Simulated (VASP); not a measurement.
A run of VASP 6.6.1 is set up as follows.

The input POSCAR:

```
Si
1.0
    0.0000000000      2.7221197377      2.7221197377
    2.7221197377      0.0000000000      2.7221197377
    2.7221197377      2.7221197377      0.0000000000
Si
2
Direct
    0.2500000000      0.2500000000      0.2500000000
    0.0000000000      0.0000000000      0.0000000000
```

Contents of INCAR.step1:

```
SYSTEM = Si
PREC = Accurate
ENCUT = 600
EDIFF = 1E-5
ISMEAR = -1
SIGMA = 0.02
LREAL = .FALSE.
LASPH = .TRUE.
NELM = 60
ALGO = Normal
LWAVE = .TRUE.
LCHARG = .FALSE.
GGA = PE
NBANDS = 11
LUSENCCL = .FALSE.
```

INCAR.step2

```
SYSTEM = Si
PREC = Accurate
ENCUT = 600
EDIFF = 1E-6
ISMEAR = -1
SIGMA = 0.02
LREAL = .FALSE.
LASPH = .TRUE.
NELM = 60
ALGO = Normal
ISIF = 3
LWAVE = .FALSE.
LCHARG = .FALSE.
GGA = PE
LHFCALC = .TRUE.
HFSCREEN = 0.2079
PRECFOCK = Normal
IBRION = 2
NSW = 80
EDIFFG = -0.005
ISTART = 1
LUSENCCL = .FALSE.
```

File KPOINTS:

```
Automatic mesh
0
G
  6 6 6
  0 0 0
```

Potentials or basis: VASP PAW PBE potentials, release 64 (Si).

Launch:

```console
$ cat potpaw_PBE.64/Si/POTCAR > POTCAR
$ cp INCAR.step1 INCAR
$ mpirun -np 1 vasp_std > vasp.out
$ cp INCAR.step2 INCAR
$ mpirun -np 1 vasp_std > vasp.out
```

(1) Predict the band gap on the k mesh.

(2) Predict the relaxed volume.

(3) Predict the space group after relaxing (to 0.1 Å).

(4) What does it give for the relaxed cell?

Results:

(1) 1.30 eV (least direct gap 3.33 eV).

(2) 20.07 Å³/atom.

(3) Fd-3m (No. 227).

(4) a = 3.843 Å, b = 3.843 Å, c = 3.843 Å, α = 60.00°, β = 60.00°, γ = 60.00°.

Caveat: the PAW data sets were made with another functional, which shifts forces and pressure a little.
